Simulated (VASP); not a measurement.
## Al3GaN4: single point with r2SCAN

Crystal: Al3GaN4.

```xyz
8
Lattice="3.1251 0.0000 0.0000 -1.5625 2.7064 0.0000 0.0000 0.0000 10.0734" Properties=species:S:1:pos:R:3 pbc="T T T"
Al    0.0000    1.8043    0.0188
Al    0.0000    1.8043    4.9872
Al    1.5625    0.9021    2.5049
Ga    1.5625    0.9021    7.5492
N     0.0000    1.8043    1.9162
N     0.0000    1.8043    6.8833
N     1.5625    0.9021    4.4012
N     1.5625    0.9021    9.5144
```

```
Program             : VASP 6.6.1
Task                : single point
Functional          : r2SCAN
Potentials or basis : VASP PAW PBE potentials, release 64 (Al, Ga_d, N)
Cutoff              : 660 eV
k mesh              : 12 × 12 × 2
Occupations         : fermi-dirac, width 0.02 eV
Spin                : no spin polarisation
```

* Pressure: 0.0 GPa
* Largest force: 0.082 eV/Å
* Band gap on the k mesh: 3.91 eV

Forces in eV/Å, atoms in the order of the input:
```
Al   0.000  0.000  0.001
Al   0.000  0.000  0.001
Al   0.000  0.000  0.002
Ga   0.000  0.000  0.010
N    0.000  0.000 -0.004
N    0.000  0.000 -0.082
N    0.000  0.000 -0.001
N    0.000  0.000  0.072
```

Levels at points of the mesh, in eV from the valence-band top:
```
           k point  band 18  band 19  band 20  band 21  band 22  band 23  band 24  band 25
(0.00, 0.00, 0.00)    -0.74    -0.21     0.00     0.00     3.91     6.05     6.64     6.98
(0.50, 0.00, 0.00)    -1.86    -1.75    -1.58    -0.95     5.35     5.63     6.04     6.39
(0.00, 0.00, 0.50)    -0.68    -0.68    -0.01    -0.01     4.60     5.35     6.62     7.11
(0.50, 0.00, 0.50)    -1.64    -1.45    -1.30    -1.15     5.05     5.51     6.18     6.33
```

Wall time 14 min on 1 thread of Oxide Virtual Turin-like Processor, with other jobs on the host, peak memory 0.32 GiB.

Caveat: the PAW data sets were made with another functional, which shifts forces and pressure a little. A k mesh can miss the band edges.
